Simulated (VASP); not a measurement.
MgO, 2 atoms in the cell. The structure is cubic, space group Fm-3m (No. 225). Conventional cell: a = 4.217 Å, b = 4.217 Å, c = 4.217 Å, α = 90.00°, β = 90.00°, γ = 90.00°. Mg (site symmetry m-3m) has 6 O at 2.11 Å within 2.8 Å. Within 2.8 Å of O (site symmetry m-3m) lie 6 Mg at 2.11 Å. 

```yaml
Program: VASP 6.6.1
Task: relaxation of cell and atoms
Functional: PBEsol
Potentials_or_basis: VASP PAW PBE potentials, release 64 (Mg, O)
Cutoff: 600 eV
k_mesh: 9 × 9 × 9
Occupations: fermi-dirac, width 0.02 eV
Spin: no spin polarisation
Dipole_correction: no
Further_INCAR_settings: ALGO = Normal; EDIFF = 1e-07; IBRION = 2; EDIFFG = -0.01; NSW = 80; ISIF = 3
```

Potentials or basis: VASP PAW PBE potentials, release 64 (Mg, O).

The run is started by

```bash
$ cat potpaw_PBE.64/Mg/POTCAR potpaw_PBE.64/O/POTCAR > POTCAR
$ mpirun -np 1 vasp_std > vasp.out
```

Hardware: 1 thread of Intel(R) Xeon(R) 6975P-C (Granite Rapids) (shared host).

Task: Estimate the wall time of this run.

Result: It took 12 s on 1 thread of Intel(R) Xeon(R) 6975P-C (Granite Rapids), with other jobs on the host, peak memory 0.14 GiB. Counts: scf iterations 25, k points 35, ion steps 3.
